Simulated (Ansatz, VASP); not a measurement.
CuO: VASP beside Ansatz

```xyz
6
Lattice="4.1609 0.0000 0.0000 0.0000 4.1609 0.0000 0.0000 0.0000 3.8876" Properties=species:S:1:pos:R:3 pbc="T T T"
Cu    4.0868    4.1344    3.6909
Cu    0.1598    2.1871    1.9898
Cu    2.0471    4.1151    1.9672
O     0.0603    2.0707    3.8011
O     1.9383    4.0875    3.8333
O     0.1217   -0.0144    2.1867
```

Change from the starting cell: atoms moved at random, drawn with an rms of 0.05 Å.

Alike in both runs: task single point; functional PBE; k mesh 7 × 7 × 7; occupations fermi-dirac, width 0.05 eV; no spin polarisation.

|  | VASP | Ansatz |
| --- | --- | --- |
| version | VASP 6.6.1 | Ansatz 0.2.0 |
| potentials or method | VASP PAW PBE potentials, release 64 (Cu, O), cutoff 520 eV | all-electron LAPW, scalar-relativistic |

Ansatz gave:

```
gap on the k mesh at the Fermi level (eV)                     : none
pressure (GPa)                                                : 20.8
traceless stress, the component that is largest in VASP (GPa) : 23.64
rms of the force components (eV/Å)                            : 4.909
```

Question: Estimate VASP's values.

Answer: gap on the k mesh at the Fermi level (eV): none; pressure (GPa): 21.3; traceless stress, the component that is largest in VASP (GPa): 24.32; rms of the force components (eV/Å): 4.957.

Atom by atom the forces differ by 0.057 eV/Å (rms over components). A gap of «none» marks a metal or a gap that the smearing closes. Ansatz ran all-electron here, and VASP with PAW potentials.
